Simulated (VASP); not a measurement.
# Au (Fm-3m) in VASP: further runs

Runs on Au. Level: PBE. Tasks: single point.

Everything below comes from runs of VASP 6.6.1. Logs are shortened: lines on timing, memory, paths and dates and some standing lists are left out, and cuts for length are marked.

### 1 The cell of the first run

Symmetry: Fm-3m, No. 225, cubic system. Conventional cell: a = 4.018 Å, b = 4.018 Å, c = 4.018 Å, α = 90.00°, β = 90.00°, γ = 90.00°. Within 3.7 Å of Au (site symmetry m-3m) lie 12 Au at 2.84 Å.

### 2 Single point, PBE

INCAR reads:

```
PREC = Accurate
ENCUT = 500
EDIFF = 1E-6
ISMEAR = 1
SIGMA = 0.05
LREAL = False
LASPH = True
NELM = 120
ALGO = Normal
ISIF = 2
LWAVE = False
LCHARG = False
GGA = PE
NBANDS = 12
GGA_COMPAT = False
```

KPOINTS reads:

```
Automatic mesh
0
Gamma
  10 10 10
```

POSCAR reads:

```
Au
1.0
    0.0000000000      2.0089795590      2.0089795590
    2.0089795590      0.0000000000      2.0089795590
    2.0089795590      2.0089795590      0.0000000000
Au
1
Direct
    0.0000000000      0.0000000000      0.0000000000
```

Potentials or basis: VASP PAW PBE potentials, release 64 (Au).

The run is started by

```sh
cat potpaw_PBE.64/Au/POTCAR > POTCAR
mpirun -np 1 vasp_std > vasp.out
```

OUTCAR:

```text
PREC = Accurate
   ENCUT = 500
   EDIFF = 1E-6
   ISMEAR = 1
   LREAL = False
   LASPH = True
   NELM = 120
   ISIF = 2
   GGA = PE

 ion  position               nearest neighbor table
   1  0.000  0.000  0.000-

  LATTYP: Found a face centered cubic cell.
 ALAT       =     4.0179591180

  Lattice vectors:

 A1 = (   0.0000000000,   2.0089795590,   2.0089795590)
 A2 = (   2.0089795590,   0.0000000000,   2.0089795590)
 A3 = (   2.0089795590,   2.0089795590,   0.0000000000)

Analysis of symmetry for initial positions (statically):
=====================================================================
 Subroutine PRICEL returns:
 Original cell was already a primitive cell.

 Routine SETGRP: Setting up the symmetry group for a
 face centered cubic supercell.

 Subroutine GETGRP returns: Found 48 space group operations
 (whereof 48 operations were pure point group operations)
 out of a pool of 48 trial point group operations.

The static configuration has the point symmetry O_h .

Analysis of symmetry for dynamics (positions and initial velocities):
=====================================================================
 Subroutine PRICEL returns:
 Original cell was already a primitive cell.

 Routine SETGRP: Setting up the symmetry group for a
 face centered cubic supercell.

 Subroutine GETGRP returns: Found 48 space group operations
 (whereof 48 operations were pure point group operations)
 out of a pool of 48 trial point group operations.

The dynamic configuration has the point symmetry O_h .

 Subroutine INISYM returns: Found 48 space group operations
 (whereof 48 operations are pure point group operations),
 and found     1 'primitive' translations

----------------------------------------------------------------------------------------

                                     Primitive cell

  volume of cell :      16.2165

  direct lattice vectors                    reciprocal lattice vectors
     0.000000000  2.008979559  2.008979559    -0.248882572  0.248882572  0.248882572
     2.008979559  0.000000000  2.008979559     0.248882572 -0.248882572  0.248882572
     2.008979559  2.008979559  0.000000000     0.248882572  0.248882572 -0.248882572

  length of vectors
     2.841126139  2.841126139  2.841126139     0.431077260  0.431077260  0.431077260

  position of ions in fractional coordinates (direct lattice)
     0.000000000  0.000000000  0.000000000

  ion indices of the primitive-cell ions
   primitive index   ion index
                 1           1

----------------------------------------------------------------------------------------

 KPOINTS: Automatic mesh

Automatic generation of k-mesh.
 Grid dimensions read from file:
 generate k-points for:   10   10   10

 Generating k-lattice:

  Cartesian coordinates                     Fractional coordinates (reciprocal lattice)
    -0.024888257  0.024888257  0.024888257     0.100000000  0.000000000  0.000000000
     0.024888257 -0.024888257  0.024888257     0.000000000  0.100000000  0.000000000
     0.024888257  0.024888257 -0.024888257     0.000000000  0.000000000  0.100000000

  Length of vectors
     0.043107726  0.043107726  0.043107726

  Shift w.r.t. Gamma in fractional coordinates (k-lattice)
     0.000000000  0.000000000  0.000000000

 Subroutine IBZKPT returns following result:
 ===========================================

 Found     47 irreducible k-points:

 Following reciprocal coordinates:
            Coordinates               Weight
  0.000000  0.000000  0.000000      1.000000
  0.100000  0.000000  0.000000      8.000000
  0.200000  0.000000  0.000000      8.000000
  0.300000  0.000000  0.000000      8.000000
  0.400000  0.000000  0.000000      8.000000
  0.500000  0.000000  0.000000      4.000000
[... 16 lines left out ...]
  0.300000  0.300000  0.000000      6.000000
  0.400000  0.300000  0.000000     24.000000
 [... further k-points ...]
   k-points           NKPTS =     47   k-points in BZ     NKDIM =     47   number of bands    NBANDS=     12
   number of dos      NEDOS =    301   number of ions     NIONS =      1
   total plane-waves  NPLWV =  13824
   dimension x,y,z NGX =    24 NGY =   24 NGZ =   24
   dimension x,y,z NGXF=    48 NGYF=   48 NGZF=   48
   ions per type =               1
   NGX,Y,Z   is equivalent  to a cutoff of  14.04, 14.04, 14.04 a.u.
   NGXF,Y,Z  is equivalent  to a cutoff of  28.09, 28.09, 28.09 a.u.
 SYSTEM =  unknown system
   PREC   = accura    normal or accurate (medium, high low for compatibility)
   ISTART =      0    job   : 0-new  1-cont  2-samecut
   ICHARG =      2    charge: 1-file 2-atom 10-const
   ISPIN  =      1    spin polarized calculation?
   LNONCOLLINEAR =      F non collinear calculations
   LSORBIT =      F    spin-orbit coupling
   LASPH  =      T    aspherical Exc in radial PAW
   ENCUT  =  500.0 eV  36.75 Ry    6.06 a.u.   5.18  5.18  5.18*2*pi/ulx,y,z
   NELM   =    120;   NELMIN=  2; NELMDL= -5     # of ELM steps
   EDIFF  = 0.1E-05   stopping-criterion for ELM
   LREAL  =      F    real-space projection
   EDIFFG = 0.1E-04   stopping-criterion for IOM
   NSW    =      0    number of steps for IOM
   IBRION =     -1    ionic relax: 0-MD 1-quasi-New 2-CG
   NFREE  =      0    steps in history (QN), initial steepest desc. (CG)
   ISIF   =      2    stress and relaxation
   ISYM   =      2    0-nonsym 1-usesym 2-fastsym
   POTIM  = 0.5000    time-step for ionic-motion
   TEBEG  =    0.0;   TEEND  =   0.0 temperature during run
   PSTRESS=    0.0 pullay stress
   NELECT =      11.0000    total number of electrons
   NUPDOWN=      -1.0000    fix difference up-down
   EMIN   =  10.00;   EMAX   =-10.00  energy-range for DOS
   EFERMI =   0.00;   METHOD = LEGACY
   ISMEAR =     1;   SIGMA  =   0.05  broadening in eV -4-tet -1-fermi 0-gaus
   EFERMI_NEDOS =   21; number of points for ismear=-14 and -15
   IALGO  =     38    algorithm
   IMIX   =      4    mixing-type and parameters
     AMIX     =   0.40;   BMIX     =  1.00
     AMIX_MAG =   1.60;   BMIX_MAG =  1.00
  volume/ion in A,a.u.               =      16.22       109.43
  Fermi-wavevector in a.u.,A,eV,Ry     =   1.438424  2.718227 28.151314  2.069063
  Thomas-Fermi vector in A             =   2.557392
   LORBIT       =      0    0 simple, 1 ext, 2 COOP (PROOUT), +10 PAW based schemes
   GGA     = PE    functional components
   LHFCALC =     F    Hartree Fock is set to
   AEXX    =    0.0000 exact exchange contribution
   IVDW    =     0    specifies the selected vdW correction
   LEPSILON=     F    determine dielectric tensor
   LRPA    =     F    only Hartree local field effects (RPA)
 non-spin polarized calculation
 Methfessel and Paxton  Order N= 1 SIGMA  =   0.05
  energy-cutoff  :      500.00
  volume of cell :       16.22
 maximum number of plane-waves:       424
 NGX is ok and might be reduce to    24
   NGX = 11   NGY = 11   NGZ = 11

 number of electron      11.0000000 magnetization

 Free energy of the ion-electron system (eV)
  ---------------------------------------------------
  ext. energy  EPLUGINS =         0.00000000
  ---------------------------------------------------
  free energy    TOTEN  =        -3.10354971 eV

  energy without entropy =       -3.10330811  energy(sigma->0) =       -3.10346917

 E-fermi :  10.3171     XC(G=0): -13.0159

 val. band max:       10.1995692638   @ k =   0.5000   0.2000   0.1000
 cond. band min:      10.3301148463   @ k =   0.5000   0.1000   0.0000
 fundamental gap:      0.1305455825
 Fermi energy:        10.3170991510

 k-point     1 :       0.0000    0.0000    0.0000
  band No.  band energies     occupation
      1      -0.0676      2.00000
      2       5.3606      2.00000
      3       5.3606      2.00000
      4       5.3606      2.00000
      5       7.0152      2.00000
      6       7.0152      2.00000
      7      24.7653      0.00000
      8      29.0552      0.00000
      9      29.0552      0.00000
     10      29.0552      0.00000
     11      34.1202      0.00000
     12      39.3456      0.00000

 k-point     2 :       0.1000    0.0000    0.0000
  band No.  band energies     occupation
      1       0.2931      2.00000
      2       5.2431      2.00000
      3       5.4823      2.00000
      4       5.4823      2.00000
      5       6.9635      2.00000
      6       6.9635      2.00000
      7      25.1920      0.00000
      8      27.1791      0.00000
      9      29.5150      0.00000
     10      29.5150      0.00000
     11      35.0027      0.00000
     12      37.2977      0.00000

 k-point     3 :       0.2000    0.0000    0.0000
  band No.  band energies     occupation
      1       1.2525      2.00000
      2       5.0914      2.00000
      3       5.6676      2.00000
      4       5.6676      2.00000
      5       7.0061      2.00000
      6       7.0061      2.00000
      7      23.7040      0.00000
      8      26.0626      0.00000
      9      30.6083      0.00000
     10      30.6083      0.00000
     11      32.6205      0.00000
     12      34.6816      0.00000
[... 286 lines left out ...]
 k-point    23 :       0.3000    0.3000    0.0000
  band No.  band energies     occupation
      1       2.9331      2.00000
      2       3.8031      2.00000
      3       6.4960      2.00000
      4       7.2050      2.00000
      5       7.2050      2.00000
      6       7.8133      2.00000
      7      24.0104      0.00000
      8      24.0104      0.00000
      9      24.7864      0.00000
     10      27.2000      0.00000
     11      28.8736      0.00000
     12      37.7484      0.00000

 k-point    24 :       0.4000    0.3000    0.0000
  band No.  band energies     occupation
      1       3.1874      2.00000
      2       3.6575      2.00000
      3       6.5311      2.00000
      4       7.3248      2.00000
      5       8.2446      2.00000
      6       8.8441      2.00000
      7      20.4417      0.00000
      8      22.8631      0.00000
      9      22.9635      0.00000
     10      28.1546      0.00000
     11      30.3681      0.00000
     12      37.8699      0.00000

 [... further k-points ...]

------------------------ aborting loop because EDIFF is reached ----------------------------------------

  FORCE on cell =-STRESS in cart. coord.  units (eV):
  Direction    XX          YY          ZZ          XY          YZ          ZX
  --------------------------------------------------------------------------------------
  -------------------------------------------------------------------------------------
  Total        1.9834265      1.9834265      1.9834265      0.0000000      0.0000000      0.0000000
  in kB      195.9612280    195.9612280    195.9612280      0.0000000      0.0000000      0.0000000
  external PRESSURE =     195.9612280 kB  Pullay stress =       0.0000000 kB

 VOLUME and BASIS-vectors are now :
 -----------------------------------------------------------------------------
  energy-cutoff  :      500.00
  volume of cell :       16.22
      direct lattice vectors                 reciprocal lattice vectors
     0.000000000  2.008979559  2.008979559    -0.248882572  0.248882572  0.248882572
     2.008979559  0.000000000  2.008979559     0.248882572 -0.248882572  0.248882572
     2.008979559  2.008979559  0.000000000     0.248882572  0.248882572 -0.248882572

 POSITION                                       TOTAL-FORCE (eV/Angst)
 -----------------------------------------------------------------------------------
      0.00000      0.00000      0.00000        -0.000000     -0.000000     -0.000000
 -----------------------------------------------------------------------------------
    total drift:                               -0.000000      0.000000     -0.000000

  FREE ENERGIE OF THE ION-ELECTRON SYSTEM (eV)
  ---------------------------------------------------
  free  energy   TOTEN  =        -3.1035497057 eV

  energy  without entropy=       -3.1033081109  energy(sigma->0) =       -3.10346917
```

Wall time 11 s (1 thread of Intel Xeon Platinum 8488C (Sapphire Rapids), shared host); peak memory 0.14 GiB.

Results:

- Free energy: -3.1035 eV
- Pressure: 19.6 GPa
- Band gap on the k mesh: zero (an odd number of electrons rules out a gap without spin polarisation)

Caveat: the cell stands under pressure; spin-orbit coupling is left out, which moves the levels of the heavy elements.

### 3 Single point, PBE

This run uses another cell than the first one, of 15.63 Å³/atom.

INCAR reads:

```
SYSTEM = Au
  ALGO = Normal
  EDIFF = 1E-6
  ENCUT = 500
  GGA = PE
  GGA_COMPAT = .False.
  ISIF = 2
  ISMEAR = 1
  LASPH = .True.
  LCHARG = .False.
  LREAL = .False.
  LWAVE = .False.
  NBANDS = 12
  NELM = 120
  PREC = Accurate
  SIGMA = 0.05
```

KPOINTS reads:

```
k-points
0
Gamma
  10 10 10
  0 0 0
```

POSCAR reads:

```
Au
1.0
    0.0000000000      1.9845315005      1.9845315005
    1.9845315005      0.0000000000      1.9845315005
    1.9845315005      1.9845315005      0.0000000000
Au
1
Direct
    0.0000000000      0.0000000000      0.0000000000
```

Potentials or basis: VASP PAW PBE potentials, release 64 (Au).

The run is started by

```sh
cat potpaw_PBE.64/Au/POTCAR > POTCAR
mpirun -np 1 vasp_std > vasp.out
```

Run time: 8.5 s. Hardware: 1 thread of Intel Xeon Platinum 8488C (Sapphire Rapids), shared host; peak memory 0.13 GiB.

Results (log left out):

```
Free energy            : -3.0138 eV
Pressure               : 29.6 GPa
Band gap on the k mesh : zero (an odd number of electrons rules out a gap without spin polarisation)
```

Levels at points of the mesh, in eV from the Fermi level:
| k point | band 4 | band 5 | band 6 | band 7 | band 8 | band 9 |
| --- | --- | --- | --- | --- | --- | --- |
| (0.00, 0.00, 0.00) | -5.13 | -3.36 | -3.36 | 14.41 | 18.92 | 18.92 |
| (0.50, 0.00, 0.00) | -1.97 | -1.97 | -1.32 | 3.63 | 13.89 | 17.82 |
| (0.50, 0.50, 0.00) | -1.59 | -1.59 | 0.83 | 6.58 | 10.31 | 10.31 |

Caveat: the cell stands under pressure; spin-orbit coupling is left out, which moves the levels of the heavy elements.

### 4 Single point, PBE

This run uses another cell than the first one, of 16.96 Å³/atom.

INCAR reads:

```
SYSTEM = Au
PREC = Accurate ; ENCUT = 500
EDIFF = 1E-6 ; ISMEAR = 1
SIGMA = 0.05 ; LREAL = .FALSE.
LASPH = .TRUE. ; NELM = 120
ALGO = Normal ; ISIF = 2
LWAVE = .FALSE. ; LCHARG = .FALSE.
GGA = PE ; NBANDS = 12
GGA_COMPAT = .FALSE.
```

KPOINTS reads:

```
Automatic mesh
0
G
  10 10 10
  0 0 0
```

POSCAR reads:

```
Au
1.0
    0.0000000000      2.0393746069      2.0393746069
    2.0393746069      0.0000000000      2.0393746069
    2.0393746069      2.0393746069      0.0000000000
Au
1
Direct
    0.0000000000      0.0000000000      0.0000000000
```

The run is started by

```sh
cat potpaw_PBE.64/Au/POTCAR > POTCAR
mpirun -np 1 vasp_std > vasp.out
```

It took 9.5 s on 1 thread of Intel Xeon Platinum 8488C (Sapphire Rapids), shared host; peak memory 0.14 GiB.

It converged, with:

| Item | Value |
| --- | --- |
| Free energy | -3.1711 eV |
| Pressure | 9.7 GPa |
| Band gap on the k mesh | zero (an odd number of electrons rules out a gap without spin polarisation) |

Levels at points of the mesh, in eV from the Fermi level:
| k point | band 2 | band 3 | band 4 | band 5 | band 6 | band 7 | band 8 | band 9 | band 10 | band 11 |
| --- | --- | --- | --- | --- | --- | --- | --- | --- | --- | --- |
| (0.00, 0.00, 0.00) | -4.76 | -4.76 | -4.76 | -3.23 | -3.23 | 14.47 | 18.50 | 18.50 | 18.50 | 23.41 |
| (0.50, 0.00, 0.00) | -4.80 | -4.80 | -2.02 | -2.02 | -1.02 | 3.05 | 13.92 | 17.12 | 17.12 | 24.95 |
| (0.50, 0.50, 0.00) | -6.83 | -2.07 | -1.70 | -1.70 | 0.96 | 5.77 | 9.98 | 9.98 | 17.22 | 19.83 |

Caveat: the cell stands under pressure; spin-orbit coupling is left out, which moves the levels of the heavy elements.

### 5 Single point, PBE

This run uses another cell than the first one, of 18.04 Å³/atom.

INCAR reads:

```
SYSTEM = Au
PREC = Accurate ; ENCUT = 500
EDIFF = 1E-6 ; ISMEAR = 1
SIGMA = 0.05 ; LREAL = .FALSE.
LASPH = .TRUE. ; NELM = 120
ALGO = Normal ; ISIF = 2
LWAVE = .FALSE. ; LCHARG = .TRUE.
GGA = PE ; LELF = .TRUE.
LVHAR = .TRUE. ; NBANDS = 12
GGA_COMPAT = .FALSE.
```

KPOINTS reads:

```
regular mesh
0
G
  10 10 10
  0 0 0
```

POSCAR reads:

```
Au
1.0
    0.0000000000      2.0816133002      2.0816133002
    2.0816133002      0.0000000000      2.0816133002
    2.0816133002      2.0816133002      0.0000000000
Au
1
Direct
    0.0000000000      0.0000000000      0.0000000000
```

The run is started by

```sh
cat potpaw_PBE.64/Au/POTCAR > POTCAR
mpirun -np 1 vasp_std > vasp.out
```

It took 8.2 s on 1 thread of Intel Xeon Platinum 8488C (Sapphire Rapids), shared host; peak memory 0.14 GiB.

Results (log left out):

```yaml
Free_energy: -3.2019 eV
Pressure: -0.3 GPa
Band_gap_on_the_k_mesh: zero (an odd number of electrons rules out a gap without spin polarisation)
```

Levels at points of the mesh, in eV from the Fermi level:
```tsv
k point	band 4	band 5	band 6	band 7	band 8	band 9
(0.00, 0.00, 0.00)	-4.41	-3.04	-3.04	14.57	18.24	18.24
(0.50, 0.00, 0.00)	-1.95	-1.95	-0.71	2.76	14.01	16.68
(0.50, 0.50, 0.00)	-1.66	-1.66	1.16	5.31	9.83	9.83
```

Caveat: spin-orbit coupling is left out, which moves the levels of the heavy elements.

### 6 Summary

| cell | gap on the mesh (eV) | pressure (GPa) |
| --- | --- | --- |
| a = 2.841 Å, angles 60.0°, 1 atom | none | 19.6 |
| a = 2.807 Å, angles 60.0°, 1 atom | none | 29.6 |
| a = 2.884 Å, angles 60.0°, 1 atom | none | 9.7 |
| a = 2.944 Å, angles 60.0°, 1 atom | none | -0.3 |

Alike in all rows: task single point; level PBE; potentials or basis VASP PAW PBE potentials, release 64 (Au); no spin polarisation; k mesh 10 × 10 × 10; cutoff (eV) 500; smearing methfessel-paxton 0.05 eV.

Caveats: spin-orbit coupling is left out, which moves the levels of the heavy elements; the cell stands under pressure (at least some runs).

Total energies depend on the potentials used, so only differences within one code and one set of settings carry meaning.
